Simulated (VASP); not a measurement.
Set up this calculation in VASP 6.6.1, as the native input.

- Task: single point
- Functional: PBE
- Dispersion: D3(BJ)
- Potentials or basis: VASP PAW PBE potentials, release 64 (Ti_sv, O)
- Cutoff: 520 eV
- k mesh: 6 × 6 × 6
- Occupations: fermi-dirac, width 0.05 eV
- Spin: no spin polarisation
- Dipole correction: no
- Further INCAR settings: ALGO = Normal; EDIFF = 1e-06; NBANDS = 60

The structure of TiO2 lies in POSCAR:

```
TiO2
1.0
    4.8029350057      0.0000000000     -0.0013144113
    0.0000000000      4.8771607785      0.0000000000
   -0.8624911304      0.0000000000      4.9612620774
Ti O
4 8
Direct
    0.2779498580      0.0549826558      0.2143948343
    0.7220501420      0.5549826558      0.2856051657
    0.7220501420      0.9450173442      0.7856051657
    0.2779498580      0.4450173442      0.7143948343
    0.0642354068      0.1750906850      0.8488309469
    0.9357645932      0.6750906850      0.6511690531
    0.9357645932      0.8249093150      0.1511690531
    0.0642354068      0.3249093150      0.3488309469
    0.4443276523      0.7583474582      0.4667817272
    0.5556723477      0.2583474582      0.0332182728
    0.5556723477      0.2416525418      0.5332182728
    0.4443276523      0.7416525418      0.9667817272
```

The input as run:

INCAR

```
ALGO = Normal
EDIFF = 1E-6
ENCUT = 520
GGA = PE
ISIF = 2
ISMEAR = -1
IVDW = 12
LASPH = True
LCHARG = False
LREAL = False
LWAVE = False
NBANDS = 60
NELM = 100
PREC = Accurate
SIGMA = 0.05
```

KPOINTS

```
k-points
0
Gamma
  6 6 6
```

Potentials or basis: VASP PAW PBE potentials, release 64 (Ti_sv, O).

The run is started by

```sh
$ cat potpaw_PBE.64/Ti_sv/POTCAR potpaw_PBE.64/O/POTCAR > POTCAR
$ mpirun -np 1 vasp_std > vasp.out
```

It gave:

* Pressure: 0.8 GPa
* Largest force: 0.054 eV/Å
* Band gap on the k mesh: 2.27 eV (least direct gap 2.37 eV)
* Dispersion energy per atom: -0.267 eV

Run time: 11 min on 1 thread of Intel Xeon 8259CL (shared host), peak memory 0.49 GiB.
